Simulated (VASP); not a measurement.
Wanted: the native input for a VASP 6.6.1 run.

```yaml
Task: single point
Functional: PBE
Potentials_or_basis: VASP PAW PBE potentials, release 64 (Pb_d, O)
Cutoff: 520 eV
k_mesh: 5 × 5 × 6
Occupations: fermi-dirac, width 0.05 eV
Spin: no spin polarisation
Dipole_correction: no
Further_INCAR_settings: ALGO = Normal; EDIFF = 1e-07; NBANDS = 50
```

The structure of PbO lies in POSCAR:

```
PbO
1.0
    5.7965848595      0.0000000000      0.0000000000
    0.0000000000      5.4019909276      0.0000000000
    0.0000000000      0.0000000000      4.6788975474
Pb O
4 4
Direct
    0.7690000000      0.5140000000      0.2500000000
    0.2310000000      0.4860000000      0.7500000000
    0.7690000000      0.9860000000      0.7500000000
    0.2310000000      0.0140000000      0.2500000000
    0.1320000000      0.5820000000      0.2500000000
    0.8680000000      0.4180000000      0.7500000000
    0.1320000000      0.9180000000      0.7500000000
    0.8680000000      0.0820000000      0.2500000000
```

These files were run (other wordings do the same):

INCAR

```
ALGO = Normal
EDIFF = 1E-7
ENCUT = 520
GGA = PE
ISIF = 2
ISMEAR = -1
LASPH = T
LCHARG = T
LELF = T
LREAL = F
LVHAR = T
LWAVE = F
NBANDS = 50
NELM = 80
PREC = Accurate
SIGMA = 0.05
```

KPOINTS

```
k-points
0
Gamma
  5 5 6
```

Potentials or basis: VASP PAW PBE potentials, release 64 (Pb_d, O).

Command:

```sh
$ cat potpaw_PBE.64/Pb_d/POTCAR potpaw_PBE.64/O/POTCAR > POTCAR
$ mpirun -np 1 vasp_std > vasp.out
```

Results of the run:

```json
{
  "Pressure": "6.4 GPa",
  "Largest force": "1.230 eV/Å",
  "Band gap on the k mesh": "2.00 eV (least direct gap 2.19 eV)"
}
```

Caveat: the stress differs along the axes, from 2 to 12 GPa; spin-orbit coupling is left out, which moves the levels of the heavy elements; forces of over 1 eV/Å act on the atoms, so gaps and moduli don't describe the material at rest.

It took 4.6 min on 1 thread of Intel Xeon 8259CL, with other jobs on the host, peak memory 0.37 GiB.
